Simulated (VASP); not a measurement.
Here is a VASP 6.6.1 calculation.

The input INCAR:

```
SYSTEM = Si16Ge
ALGO = Normal
EDIFF = 1E-7
ENCUT = 520
GGA = PE
ISIF = 2
ISMEAR = 0
LASPH = .True.
LCHARG = .True.
LELF = .True.
LREAL = Auto
LVHAR = .True.
LWAVE = .False.
NBANDS = 53
NELM = 80
PREC = Accurate
SIGMA = 0.02
```

Contents of KPOINTS:

```
k-points
0
Gamma
  2 2 2
  0 0 0
```

POSCAR

```
Si16Ge
1.0
    0.0000000000      5.4300000000      5.4300000000
    5.4300000000      0.0000000000      5.4300000000
    5.4300000000      5.4300000000      0.0000000000
Si Ge
16 1
Direct
    0.0014287293     -0.0025952118      0.0013839779
    0.1225804788      0.1275165746      0.1225241252
   -0.0116100368      0.0017251381      0.5083989871
    0.1198762431      0.1301587477      0.6306861878
    0.0014451197      0.4999193370      0.0013701657
    0.1253584715      0.6247424494      0.1252951197
    0.0004368324      0.5008697974      0.4979686924
    0.1199272560      0.6194475138      0.6306427256
    0.5084539595      0.0016068140     -0.0116556169
    0.6306972376      0.1301079190      0.1198686924
    0.5020686924      0.0078058932      0.5021244936
    0.6251807551      0.1248877532      0.6251358195
    0.4980325967      0.5008534070      0.0003740331
    0.6307499079      0.6193985267      0.1198222836
    0.5021942910      0.4880942910      0.5020219153
    0.6280151934      0.6220765193      0.6279518416
    0.3751376611      0.8749229282      0.3750978821
```

Potentials or basis: VASP PAW PBE potentials, release 64 (Si, Ge_d).

Run with:

```console
$ cat potpaw_PBE.64/Si/POTCAR potpaw_PBE.64/Ge_d/POTCAR > POTCAR
$ mpirun -np 1 vasp_std > vasp.out
```

Estimate the pressure.

6.7 GPa.

Estimate the band gap on the k mesh.

zero (band 39 reaches 7.01 eV, above the bottom of band 40 at 6.66 eV).

What does it give for the largest force?

0.026 eV/Å.

Forces on the atoms (eV/Å):
```
Si   0.009  0.013  0.009
Si   0.000 -0.004  0.000
Si  -0.011 -0.021  0.010
Si  -0.002  0.001  0.000
Si  -0.010  0.013 -0.009
Si   0.000 -0.003  0.000
Si   0.010 -0.015 -0.009
Si   0.000  0.001  0.002
Si   0.011 -0.022 -0.010
Si   0.000  0.001 -0.001
Si  -0.011  0.021 -0.010
Si   0.000 -0.001  0.000
Si  -0.010 -0.015  0.009
Si   0.002  0.001  0.000
Si   0.011  0.022  0.009
Si   0.000  0.004  0.000
Ge   0.000  0.003  0.000
```

Caveat: the k points lie up to 0.50 Å⁻¹ apart.
